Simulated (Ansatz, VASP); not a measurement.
# One calculation of HfSn2Se6, two programs

```
Hf Sn Se
1.0
     3.83760    0.00000    0.00000
    -1.91880    3.32346    0.00000
     0.00000    0.00000   21.15223
Hf Sn Se
1 2 6
Cartesian
  0.0000 0.0000 0.0000
  0.0000 0.0000 7.0400
  0.0000 0.0000 14.1122
  0.0000 2.2156 1.5478
  0.0000 2.2156 8.6457
  0.0000 2.2156 15.7178
  1.9188 1.1078 5.4344
  1.9188 1.1078 12.5065
  1.9188 1.1078 19.6044
```

Alike in both runs: task single point; functional LDA; k mesh 12 × 12 × 2; occupations gaussian, width 0.02 eV; no spin polarisation.

|  | VASP | Ansatz |
| --- | --- | --- |
| version | VASP 6.6.1 | Ansatz 0.2.0 |
| potentials or method | VASP PAW LDA potentials, release 64 (Hf_pv, Sn_d, Se), cutoff 520 eV | scalar-relativistic, plane waves, PAW |
| valence electrons in the cell | 74 | 150 |

|  | VASP | Ansatz | Ansatz less VASP |
| --- | --- | --- | --- |
| gap on the k mesh at the Fermi level (eV) | 0.31 | 0.29 | -0.019 |
| least direct gap on the mesh (eV) | 0.88 | 0.87 | -0.013 |
| pressure (GPa) | -3.9 | -3.9 | -0.04 |
| traceless stress, the component that is largest in VASP (GPa) | 0.41 | 0.41 | +0.003 |
| rms of the force components (eV/Å) | 0.200 | 0.202 | +0.0027 |

LDA's correlation is that of Perdew and Zunger in VASP and of Perdew and Wang (1992) in Ansatz. Atom by atom the forces differ by 0.010 eV/Å (rms over components). VASP's potentials hold 74 valence electrons a cell and Ansatz's 150, so a difference there can come from the potentials and not from the codes.

Neither program's run includes spin-orbit coupling.
